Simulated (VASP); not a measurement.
Here is a VASP 6.6.1 calculation.

File INCAR:

```
SYSTEM = K2SiB2
PREC = Accurate
ENCUT = 520
EDIFF = 1E-7
ISMEAR = 0
SIGMA = 0.1
LREAL = .False.
LASPH = .True.
NELM = 80
ALGO = Normal
ISIF = 2
LWAVE = .False.
LCHARG = .True.
GGA = PE
LELF = .True.
LVHAR = .True.
NBANDS = 22
```

Contents of KPOINTS:

```
regular mesh
0
Gamma
  6 6 4
  0 0 0
```

File POSCAR:

```
K2SiB2
1.0
    5.1733519900      0.0000000000      0.0000000000
   -2.5866760000      4.4802542500      0.0000000000
    0.0000000000      0.0000000000      4.3104929600
K Si B
2 1 2
Direct
    0.3333333300      0.6666666700      0.5000000000
    0.6666666700      0.3333333300      0.5000000000
    0.0000000000      0.0000000000      0.0000000000
    0.3333333300      0.6666666700      0.0000000000
    0.6666666700      0.3333333300      0.0000000000
```

Potentials or basis: VASP PAW PBE potentials, release 64 (K_sv, Si, B).

Command:

```console
$ cat potpaw_PBE.64/K_sv/POTCAR potpaw_PBE.64/Si/POTCAR potpaw_PBE.64/B/POTCAR > POTCAR
$ mpirun -np 1 vasp_std > vasp.out
```

Problem. Estimate the band gap on the k mesh.

Solution. Zero (bands 14 and 15 overlap by 2.10 eV).

Problem. What does it give for the pressure?

Solution. 8.4 GPa.

Stress tensor (GPa, compression positive):
```
-6.69  0.00  0.00
 0.00 -6.69  0.00
 0.00  0.00 38.51
```

Caveat: the k points lie up to 0.36 Å⁻¹ apart, too coarse for converged energies and pressures of a metal.
